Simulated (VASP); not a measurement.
Here is a VASP 6.6.1 calculation.

File INCAR:

```
PREC = Accurate ; ENCUT = 600
EDIFF = 1E-6 ; ISMEAR = -1
SIGMA = 0.05 ; LREAL = False
LASPH = True ; NELM = 60
ALGO = Normal ; ISIF = 3
LWAVE = False ; LCHARG = False
GGA = PE ; IBRION = 2
NSW = 80 ; EDIFFG = -0.02
```

KPOINTS

```
Automatic mesh
0
Gamma
  7 7 4
```

File POSCAR:

```
GaN
1.0
    3.1800000000      0.0000000000      0.0000000000
   -1.5900000000      2.7539607840      0.0000000000
    0.0000000000      0.0000000000      5.1660000000
Ga N
2 2
Direct
    0.6666666667      0.3333333333      0.5000000000
    0.3333333333      0.6666666667      0.0000000000
    0.6666666667      0.3333333333      0.8750000000
    0.3333333333      0.6666666667      0.3750000000
```

Potentials or basis: VASP PAW PBE potentials, release 64 (Ga_d, N).

Launch:

```sh
$ cat potpaw_PBE.64/Ga_d/POTCAR potpaw_PBE.64/N/POTCAR > POTCAR
$ mpirun -np 1 vasp_std > vasp.out
```

Task: Predict the space group after relaxing (to 0.05 Å).

Result: P6_3mc (No. 186).

Task: Estimate the relaxed volume.

Result: 11.76 Å³/atom.

Task: Predict the relaxed cell.

Result: a = 3.217 Å, b = 3.217 Å, c = 5.247 Å, α = 90.00°, β = 90.00°, γ = 120.00°.

Task: Predict the band gap on the k mesh.

Result: 1.71 eV, direct.

Forces in eV/Å, atoms in the order of the input:
```
Ga   0.000  0.000 -0.011
Ga   0.000  0.000 -0.011
N    0.000  0.000  0.011
N    0.000  0.000  0.011
```

PBE usually gives volumes a little too large and moduli too small. Zero-point motion and thermal expansion aren't in these numbers.
